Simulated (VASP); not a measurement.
Set up this calculation in VASP 6.6.1, as the native input.

- Task: relaxation of cell and atoms
- Functional: PBE
- Potentials or basis: VASP PAW PBE potentials, release 64 (S)
- Cutoff: 600 eV
- k mesh: 14 × 14 × 14
- Occupations: fermi-dirac, width 0.1 eV
- Spin: no spin polarisation
- Target pressure: 30 GPa
- Dipole correction: no
- Further INCAR settings: ALGO = Normal; EDIFF = 1e-07; IBRION = 2; EDIFFG = -0.005; NSW = 60; ISIF = 3

The structure of S lies in POSCAR:

```
S
1.0
    1.6317416928     -0.9420865056      2.8827436572
    0.0000000000      1.8841730111      2.8827436572
   -1.6317416928     -0.9420865056      2.8827436572
S
2
Direct
    0.2320000000      0.2320000000      0.2320000000
   -0.2320000000     -0.2320000000     -0.2320000000
```

These files were run (other wordings do the same):

INCAR

```
SYSTEM = S
PREC = Accurate
ENCUT = 600
EDIFF = 1E-7
ISMEAR = -1
SIGMA = 0.1
LREAL = .FALSE.
LASPH = .TRUE.
NELM = 80
ALGO = Normal
ISIF = 3
LWAVE = .FALSE.
LCHARG = .FALSE.
GGA = PE
IBRION = 2
NSW = 60
EDIFFG = -0.005
PSTRESS = 300.0
```

KPOINTS

```
regular mesh
0
G
  14 14 14
  0 0 0
```

Potentials or basis: VASP PAW PBE potentials, release 64 (S).

Launch:

```sh
$ cat potpaw_PBE.64/S/POTCAR > POTCAR
$ mpirun -np 1 vasp_std > vasp.out
```

Results of the run:

```yaml
Relaxed_volume: 13.41 Å³/atom
Relaxed_cell: a = 3.591 Å, b = 3.591 Å, c = 3.591 Å, α = 52.30°, β = 52.30°, γ = 52.30°
Space_group_after_relaxing_to_0.1_Å: R-3m (No. 166)
Energy_change_on_relaxing_the_run_minimises_the_enthalpy: -411.8 meV/atom
Ionic_steps: 18
Pressure_after_relaxing: 30.0 GPa
Band_gap_on_the_k_mesh: zero (bands 6 and 7 overlap by 5.04 eV)
```

Caveat: the cell is relaxed towards a set pressure, so the run minimises the enthalpy, not the energy.

It took 9.8 min on 1 thread of AMD EPYC 9R45 96-Core Processor (Zen 5), on a shared host, peak memory 0.19 GiB.
